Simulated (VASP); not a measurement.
# Al6N in VASP: a series of runs

The runs below take Al6N through single point, with PBE.

All numbers are computed with VASP 6.6.1; they aren't measurements. Logs are shortened: lines on timing, memory, paths and dates and some standing lists are left out, and cuts for length are marked.

### Step 1. The cell of the first run

The cell holds a slab with vacuum, 14 atoms: a = 5.714 Å, b = 5.714 Å, c = 22.175 Å, α = 90.00°, β = 90.00°, γ = 90.00°.

### Step 2. Single point, PBE

Contents of INCAR:

```
SYSTEM = Al6N
PREC = Accurate ; ENCUT = 520
EDIFF = 1E-6 ; ISMEAR = 0
SIGMA = 0.1 ; LREAL = .FALSE.
LASPH = .TRUE. ; NELM = 80
ALGO = Normal ; ISIF = 2
LWAVE = .FALSE. ; LCHARG = .TRUE.
LDIPOL = .TRUE. ; IDIPOL = 3
DIPOL = 0.5 0.5 0.295 ; GGA = PE
LELF = .TRUE. ; LVHAR = .TRUE.
LVACPOTAV = .TRUE. ; NBANDS = 36
```

Contents of KPOINTS:

```
Automatic mesh
0
G
  5 5 1
  0 0 0
```

Contents of POSCAR:

```
Al6N
1.0
    5.7143028096      0.0000000000      0.0000000000
    0.0000000000      5.7143028096      0.0000000000
    0.0000000000      0.0000000000     22.1750227687
Al N
12 2
Direct
    0.2500000000      0.2500000000      0.1803831293
    0.2500000000      0.7500000000      0.1803831293
    0.7500000000      0.2500000000      0.1803831293
    0.7500000000      0.7500000000      0.1803831293
    0.0000000000      0.0000000000      0.2744094920
    0.0000000000      0.5000000000      0.2744094920
    0.5000000000      0.0000000000      0.2744094920
    0.5000000000      0.5000000000      0.2744094920
    0.2500000000      0.2500000000      0.3686590473
    0.2500000000      0.7500000000      0.3686590473
    0.7500000000      0.2500000000      0.3686590473
    0.7500000000      0.7500000000      0.3686590473
    0.3075880756      0.5000000000      0.4191663236
    0.6924119244      0.5000000000      0.4191663236
```

Potentials or basis: VASP PAW PBE potentials, release 64 (Al, N).

Run with:

```console
> cat potpaw_PBE.64/Al/POTCAR potpaw_PBE.64/N/POTCAR > POTCAR
> mpirun -np 1 vasp_std > vasp.out
```

OUTCAR:

```text
SYSTEM = Al6N
   PREC = Accurate
   ENCUT = 520
   EDIFF = 1E-6
   ISMEAR = 0
   LREAL = .FALSE.
   LASPH = .TRUE.
   NELM = 80
   ISIF = 2
   GGA = PE

 ion  position               nearest neighbor table
   1  0.250  0.250  0.180-   2 2.86   3 2.86   2 2.86   3 2.86   7 2.90   8 2.90   5 2.90   6 2.90

   2  0.250  0.750  0.180-   1 2.86   4 2.86   1 2.86   4 2.86   7 2.90   8 2.90   5 2.90   6 2.90

   3  0.750  0.250  0.180-   1 2.86   4 2.86   4 2.86   1 2.86   7 2.90   8 2.90   5 2.90   6 2.90
[... 4 lines left out ...]
                            11 2.91  12 2.91   9 2.91  10 2.91
   6  0.000  0.500  0.274-   5 2.86   8 2.86   5 2.86   8 2.86   1 2.90   2 2.90   3 2.90   4 2.90
                            11 2.91  12 2.91   9 2.91  10 2.91
   7  0.500  0.000  0.274-   5 2.86   8 2.86   8 2.86   5 2.86   1 2.90   2 2.90   3 2.90   4 2.90
                            11 2.91  12 2.91   9 2.91  10 2.91
   8  0.500  0.500  0.274-   6 2.86   7 2.86   7 2.86   6 2.86   1 2.90   2 2.90   3 2.90   4 2.90
                            11 2.91  12 2.91   9 2.91  10 2.91
   9  0.250  0.250  0.369-  13 1.84  11 2.86  10 2.86  10 2.86  11 2.86   6 2.91   7 2.91   8 2.91
                             5 2.91
  10  0.250  0.750  0.369-  13 1.84  12 2.86   9 2.86   9 2.86  12 2.86   6 2.91   7 2.91   8 2.91
                             5 2.91
  11  0.750  0.250  0.369-  14 1.84  12 2.86   9 2.86  12 2.86   9 2.86   6 2.91   7 2.91   8 2.91
                             5 2.91
  12  0.750  0.750  0.369-  14 1.84  11 2.86  10 2.86  11 2.86  10 2.86   6 2.91   7 2.91   8 2.91
                             5 2.91
  13  0.308  0.500  0.419-   9 1.84  10 1.84
  14  0.692  0.500  0.419-  11 1.84  12 1.84

  LATTYP: Found a simple tetragonal cell.
 ALAT       =     5.7143028096
 C/A-ratio  =     3.8806173750

  Lattice vectors:

 A1 = (   5.7143028096,   0.0000000000,   0.0000000000)
 A2 = (   0.0000000000,   5.7143028096,   0.0000000000)
 A3 = (   0.0000000000,   0.0000000000,  22.1750227687)

Analysis of symmetry for initial positions (statically):
=====================================================================
 Subroutine PRICEL returns:
 Original cell was already a primitive cell.

 Routine SETGRP: Setting up the symmetry group for a
 simple tetragonal supercell.

 Subroutine GETGRP returns: Found  4 space group operations
 (whereof  4 operations were pure point group operations)
 out of a pool of 16 trial point group operations.

The static configuration has the point symmetry C_2v.

Analysis of symmetry for dynamics (positions and initial velocities):
[... 141 lines left out ...]
  Fermi-wavevector in a.u.,A,eV,Ry     =   0.653227  1.234419  5.805675  0.426705
  Thomas-Fermi vector in A             =   1.723399
   LORBIT       =      0    0 simple, 1 ext, 2 COOP (PROOUT), +10 PAW based schemes
   GGA     = PE    functional components
   LHFCALC =     F    Hartree Fock is set to
   AEXX    =    0.0000 exact exchange contribution
   IVDW    =     0    specifies the selected vdW correction
   LEPSILON=     F    determine dielectric tensor
   LRPA    =     F    only Hartree local field effects (RPA)
 non-spin polarized calculation
 Gauss-broadening in eV      SIGMA  =   0.10
  energy-cutoff  :      520.00
  volume of cell :      724.09
 maximum number of plane-waves:     19529
   NGX = 21   NGY = 21   NGZ = 83

 dipolmoment           0.000000      0.000000     -0.205894 electrons x Angstroem

 number of electron      45.9999999 magnetization

 dipolmoment           0.000000      0.000000      0.295523 electrons x Angstroem

 Free energy of the ion-electron system (eV)
  ---------------------------------------------------
  ext. energy  EPLUGINS =         0.00000000
  ---------------------------------------------------
  free energy    TOTEN  =       -56.12972525 eV

  energy without entropy =      -56.09977703  energy(sigma->0) =      -56.11475114

 E-fermi :  -1.4006     XC(G=0):  -3.8807

 val. band max:       -1.4069565400   @ k =   0.0000   0.0000   0.0000
 cond. band min:      -1.3876835697   @ k =   0.0000   0.2000   0.0000
 fundamental gap:      0.0192729702
 Fermi energy:        -1.4005940057

 k-point     1 :       0.0000    0.0000    0.0000
  band No.  band energies     occupation
      1     -15.9411      2.00000
      2     -14.3524      2.00000
      3     -11.2962      2.00000
      4      -8.9461      2.00000
      5      -7.3301      2.00000
      6      -7.0950      2.00000
[... 331 lines left out ...]
     34       1.5153      0.00000
     35       1.8349      0.00000
 [bands above 35 left out]

------------------------ aborting loop because EDIFF is reached ----------------------------------------

  FORCE on cell =-STRESS in cart. coord.  units (eV):
  Direction    XX          YY          ZZ          XY          YZ          ZX
  --------------------------------------------------------------------------------------
  -------------------------------------------------------------------------------------
  Total       -6.9752211     -7.7736262     -1.1056691      0.0000000      0.0000000      0.0000000
  in kB      -15.4339818    -17.2006026     -2.4464997      0.0000000      0.0000000      0.0000000
  external PRESSURE =     -11.6936947 kB  Pullay stress =       0.0000000 kB

 VOLUME and BASIS-vectors are now :
 -----------------------------------------------------------------------------
  energy-cutoff  :      520.00
  volume of cell :      724.09
      direct lattice vectors                 reciprocal lattice vectors
     5.714302810  0.000000000  0.000000000     0.174999476  0.000000000  0.000000000
     0.000000000  5.714302810  0.000000000     0.000000000  0.174999476  0.000000000
     0.000000000  0.000000000 22.175022769     0.000000000  0.000000000  0.045095782

 POSITION                                       TOTAL-FORCE (eV/Angst)
 -----------------------------------------------------------------------------------
      1.42858      1.42858      4.00000         0.004125     -0.020306      0.065635
      1.42858      4.28573      4.00000         0.004125      0.020306      0.065635
      4.28573      1.42858      4.00000        -0.004125     -0.020306      0.065635
      4.28573      4.28573      4.00000        -0.004125      0.020306      0.065635
      0.00000      0.00000      6.08504         0.000000      0.000000      0.064938
      0.00000      2.85715      6.08504         0.000000      0.000000     -0.228708
      2.85715      0.00000      6.08504         0.000000      0.000000      0.212762
      2.85715      2.85715      6.08504         0.000000      0.000000     -0.398623
      1.42858      1.42858      8.17502        -0.189191     -0.344663      0.182470
      1.42858      4.28573      8.17502        -0.189191      0.344663      0.182470
      4.28573      1.42858      8.17502         0.189191     -0.344663      0.182470
      4.28573      4.28573      8.17502         0.189191      0.344663      0.182470
      1.75765      2.85715      9.29502         0.935464      0.000000     -0.321393
      3.95665      2.85715      9.29502        -0.935464      0.000000     -0.321393
 -----------------------------------------------------------------------------------
    total drift:                                0.000000      0.000000     -0.000547

  FREE ENERGIE OF THE ION-ELECTRON SYSTEM (eV)
  ---------------------------------------------------
  free  energy   TOTEN  =       -56.1297252504 eV

  energy  without entropy=      -56.0997770293  energy(sigma->0) =      -56.11475114

 vacuum level on the upper side and lower side of the slab         4.645         3.008
```

stdout:

```text
POSCAR found type information on POSCAR AlN
 POSCAR found :  2 types and      14 ions
 scaLAPACK will be used
 LDA part: xc-table for (Slater+PW92), standard interpolation
 POSCAR, INCAR and KPOINTS ok, starting setup
 FFT: planning ... GRIDC
 FFT: planning ... GRID_SOFT
 FFT: planning ... GRID
 WAVECAR not read
 entering main loop
 -----------------------------------------------------------------------------
|                                                                             |
|           W    W    AA    RRRRR   N    N  II  N    N   GGGG   !!!           |
|           W    W   A  A   R    R  NN   N  II  NN   N  G    G  !!!           |
|           W    W  A    A  R    R  N N  N  II  N N  N  G       !!!           |
|           W WW W  AAAAAA  RRRRR   N  N N  II  N  N N  G  GGG   !            |
|           WW  WW  A    A  R   R   N   NN  II  N   NN  G    G                |
|           W    W  A    A  R    R  N    N  II  N    N   GGGG   !!!           |
|                                                                             |
|     Did not find any points to average over, which means that no vacuum     |
|     field-free region was found. Please increase the size of  your cell     |
|     in the dimension of the dipole correction to obtain accurate            |
|     workfunction values.                                                    |
|                                                                             |
 -----------------------------------------------------------------------------
```

Wall time 9.5 min (1 thread of Intel Xeon Platinum 8259CL at 2.50GHz (Skylake/Cascade Lake), shared host); peak memory 0.69 GiB.

What came out:

- Free energy: -56.1297 eV
- Largest force: 0.989 eV/Å
- Band gap on the k mesh: zero (bands 23 and 24 overlap by 0.58 eV)

Forces in eV/Å, atoms in the order of the input:
```
Al   0.004 -0.020  0.066
Al   0.004  0.020  0.066
Al  -0.004 -0.020  0.066
Al  -0.004  0.020  0.066
Al   0.000  0.000  0.065
Al   0.000  0.000 -0.229
Al   0.000  0.000  0.213
Al   0.000  0.000 -0.399
Al  -0.189 -0.345  0.182
Al  -0.189  0.345  0.182
Al   0.189 -0.345  0.182
Al   0.189  0.345  0.182
N    0.935  0.000 -0.321
N   -0.935  0.000 -0.321
```

Levels at points of the mesh, in eV from the Fermi level:
| k point | band 21 | band 22 | band 23 | band 24 | band 25 | band 26 |
| --- | --- | --- | --- | --- | --- | --- |
| (0.00, 0.00, 0.00) | -0.97 | -0.45 | -0.31 | -0.28 | -0.01 | 0.59 |

### Step 3. Single point, PBE

Contents of INCAR:

```
SYSTEM = Al6N
PREC = Accurate
ENCUT = 520
EDIFF = 1E-6
ISMEAR = 0
SIGMA = 0.1
LREAL = .FALSE.
LASPH = .TRUE.
NELM = 100
ALGO = Normal
ISIF = 2
LWAVE = .FALSE.
LCHARG = .FALSE.
LDIPOL = .TRUE.
IDIPOL = 3
DIPOL = 0.5 0.5 0.299
GGA = PE
NBANDS = 36
```

Contents of KPOINTS:

```
regular mesh
0
G
  5 5 1
  0 0 0
```

POSCAR, as its differences from that of step 2:

```diff
@@ -20,3 +20,3 @@
     0.7500000000      0.7500000000      0.3686590473
-    0.3075880756      0.5000000000      0.4191663236
-    0.6924119244      0.5000000000      0.4191663236
+    0.3075880756      0.5000000000      0.4480276242
+    0.6924119244      0.5000000000      0.4480276242
```

Potentials or basis: VASP PAW PBE potentials, release 64 (Al, N).

Run with:

```console
> cat potpaw_PBE.64/Al/POTCAR potpaw_PBE.64/N/POTCAR > POTCAR
> mpirun -np 1 vasp_std > vasp.out
```

Wall time 9.1 min (1 thread of Intel Xeon Platinum 8259CL at 2.50GHz (Skylake/Cascade Lake), shared host); peak memory 0.71 GiB.

The run converged. Its results:

```
Free energy            : -53.0643 eV
Largest force          : 3.793 eV/Å
Band gap on the k mesh : zero (bands 23 and 24 overlap by 0.65 eV)
```

Forces on the atoms (eV/Å):
```
Al   0.026  0.143  0.073
Al   0.026 -0.143  0.073
Al  -0.026  0.143  0.073
Al  -0.026 -0.143  0.073
Al   0.000  0.000  0.075
Al   0.000  0.000  0.131
Al   0.000  0.000  0.182
Al   0.000  0.000  0.094
Al   0.255  0.917  1.517
Al   0.255 -0.917  1.517
Al  -0.255  0.917  1.517
Al  -0.255 -0.917  1.517
N    1.635  0.000 -3.422
N   -1.635  0.000 -3.422
```

Levels at points of the mesh, in eV from the Fermi level:
```tsv
k point	band 19	band 20	band 21	band 22	band 23	band 24	band 25	band 26	band 27	band 28
(0.00, 0.00, 0.00)	-1.23	-1.13	-0.80	-0.43	-0.35	-0.25	-0.04	0.29	0.40	0.95
```

### Step 4. Single point, PBE

Contents of INCAR:

```
PREC = Accurate ; ENCUT = 520
EDIFF = 1E-7 ; ISMEAR = 0
SIGMA = 0.1 ; LREAL = False
LASPH = True ; NELM = 60
ALGO = Normal ; ISIF = 2
LWAVE = False ; LCHARG = True
LDIPOL = True ; IDIPOL = 3
DIPOL = 0.5 0.5 0.295 ; GGA = PE
LELF = True ; LVHAR = True
LVACPOTAV = True ; NBANDS = 36
```

Contents of KPOINTS:

```
Automatic mesh
0
Gamma
  5 5 1
```

POSCAR, as its differences from that of step 3:

```diff
@@ -20,3 +20,3 @@
     0.7500000000      0.7500000000      0.3686590473
-    0.3075880756      0.5000000000      0.4480276242
-    0.6924119244      0.5000000000      0.4480276242
+    0.2375007853      0.5000000000      0.4191663236
+    0.7624992147      0.5000000000      0.4191663236
```

Run with:

```console
> cat potpaw_PBE.64/Al/POTCAR potpaw_PBE.64/N/POTCAR > POTCAR
> mpirun -np 1 vasp_std > vasp.out
```

Run time: 10 min. Hardware: 1 thread of Intel Xeon Platinum 8259CL at 2.50GHz (Skylake/Cascade Lake), shared host; peak memory 0.69 GiB.

The run converged. Its results:

| Quantity | Value |
| --- | --- |
| Free energy | -55.9172 eV |
| Largest force | 0.435 eV/Å |
| Band gap on the k mesh | zero (bands 23 and 24 overlap by 0.55 eV) |

Forces on the atoms (eV/Å):
```
Al  -0.002 -0.051  0.004
Al  -0.002  0.051  0.004
Al   0.002 -0.051  0.004
Al   0.002  0.051  0.004
Al   0.000  0.000  0.207
Al   0.000  0.000 -0.352
Al   0.000  0.000  0.187
Al   0.000  0.000 -0.325
Al   0.042 -0.389  0.190
Al   0.042  0.389  0.190
Al  -0.042 -0.389  0.190
Al  -0.042  0.389  0.190
N   -0.089  0.000 -0.247
N    0.089  0.000 -0.247
```

Levels at points of the mesh, in eV from the Fermi level:
```csv
k point,band 19,band 20,band 21,band 22,band 23,band 24,band 25,band 26,band 27,band 28
"(0.00, 0.00, 0.00)",-1.10,-1.03,-0.95,-0.47,-0.31,-0.30,0.07,0.56,0.63,0.81
```

### Step 5. Summary

| cell | gap on the mesh (eV) | largest force (eV/Å) |
| --- | --- | --- |
| as given, atomic positions A | none | 0.99 |
| as given, atomic positions B | none | 3.79 |
| as given, atomic positions C | none | 0.43 |

Alike in all rows: task single point; level PBE; potentials or basis VASP PAW PBE potentials, release 64 (Al, N); no spin polarisation; k mesh 5 × 5 × 1; cutoff (eV) 520; smearing gaussian 0.1 eV.

Absolute energies hang on the potentials; compare differences alone.
